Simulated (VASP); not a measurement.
Write the native input for VASP 6.6.1 that does the following.

| Property | Result |
| --- | --- |
| Task | single point |
| Functional | PBE |
| Potentials or basis | VASP PAW PBE potentials, release 64 (Be, S) |
| Cutoff | 520 eV |
| k mesh | 10 × 10 × 10 |
| Occupations | fermi-dirac, width 0.02 eV |
| Spin | no spin polarisation |
| Dipole correction | no |
| Further INCAR settings | ALGO = Normal; EDIFF = 1e-06; NBANDS = 11 |

The structure of BeS lies in POSCAR:

```
BeS
1.0
    0.0000000000      2.4343066148      2.4343066148
    2.4343066148      0.0000000000      2.4343066148
    2.4343066148      2.4343066148      0.0000000000
Be S
1 1
Direct
    0.0000000000      0.0000000000      0.0000000000
    0.2500000000      0.2500000000      0.2500000000
```

One way to write it, as run:

INCAR

```
SYSTEM = BeS
ALGO = Normal
EDIFF = 1E-6
ENCUT = 520
GGA = PE
ISIF = 2
ISMEAR = -1
LASPH = .True.
LCHARG = .False.
LREAL = .False.
LWAVE = .False.
NBANDS = 11
NELM = 100
PREC = Accurate
SIGMA = 0.02
```

KPOINTS

```
k-points
0
Gamma
  10 10 10
  0 0 0
```

Potentials or basis: VASP PAW PBE potentials, release 64 (Be, S).

Launch:

```console
$ cat potpaw_PBE.64/Be/POTCAR potpaw_PBE.64/S/POTCAR > POTCAR
$ mpirun -np 1 vasp_std > vasp.out
```

It gave:

- Pressure: 0.4 GPa
- Band gap on the k mesh: 3.14 eV, indirect (least direct gap 5.67 eV)

It took 21 s on 1 thread of Intel Xeon 8259CL (shared host), peak memory 0.15 GiB.
